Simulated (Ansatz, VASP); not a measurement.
**One calculation of NaH, two programs**

The input INCAR:

```
SYSTEM = NaH
  ALGO = Normal
  EDIFF = 1E-6
  ENCUT = 520
  GGA = PE
  ISIF = 2
  ISMEAR = -1
  LASPH = .TRUE.
  LCHARG = .FALSE.
  LREAL = .FALSE.
  LWAVE = .FALSE.
  NBANDS = 11
  NELM = 60
  PREC = Accurate
  SIGMA = 0.02
```

The input KPOINTS:

```
k-points
0
G
  10 10 10
  0 0 0
```

Contents of POSCAR:

```
NaH
1.0
    0.0000000000      2.3975122885      2.3975122885
    2.3975122885      0.0000000000      2.3975122885
    2.3975122885      2.3975122885      0.0000000000
Na H
1 1
Direct
    0.0000000000      0.0000000000      0.0000000000
    0.5000000000      0.5000000000      0.5000000000
```

Input for Ansatz:

```yaml
crystal:
  lattice:
    - [0.0, 2.3975122885, 2.3975122885]
    - [2.3975122885, 0.0, 2.3975122885]
    - [2.3975122885, 2.3975122885, 0.0]
  atoms:
    - { symbol: Na, position: [0.0, 0.0, 0.0] }
    - { symbol: H, position: [0.5, 0.5, 0.5] }
kpoints:
  mp_grid: { grid: [10, 10, 10] }
  band_path:
    path:
      - [0.0, 0.0, 0.0]
      - [0.5, 0.0, 0.5]
      - [0.625, 0.25, 0.625]
      - [0.375, 0.375, 0.75]
      - [0.5, 0.5, 0.5]
      - [0.5, 0.25, 0.75]
      - [0.25, -0.5, -0.25]
      - [0.0, 0.0, 0.5]
    npoints: 1
hamiltonian:
  xc: pbe
scf:
  occupations: { method: fermi_dirac, width: 0.02 }
  n_extra_bands: 4
output:
  forces: true
  stress: true
  eigenvalues: true
```

Alike in both runs: task single point; functional PBE; k mesh 10 × 10 × 10; occupations fermi-dirac, width 0.02 eV; no spin polarisation.

|  | VASP | Ansatz |
| --- | --- | --- |
| version | VASP 6.6.1 | Ansatz 0.2.0 |
| potentials or method | VASP PAW PBE potentials, release 64 (Na_pv, H) | plane waves, PAW |
| plane-wave cutoff (eV) | 520 | 420 |
| valence electrons in the cell | 8 | 10 |

VASP gave:

| Property | Result |
| --- | --- |
| gap on the k mesh at the Fermi level (eV) | 3.82 |
| pressure (GPa) | 0.5 |

Q: Which values does Ansatz return?

A: gap on the k mesh at the Fermi level (eV): 3.82; pressure (GPa): 0.6.

VASP's potentials hold 8 valence electrons a cell and Ansatz's 10, so a difference there can come from the potentials and not from the codes.
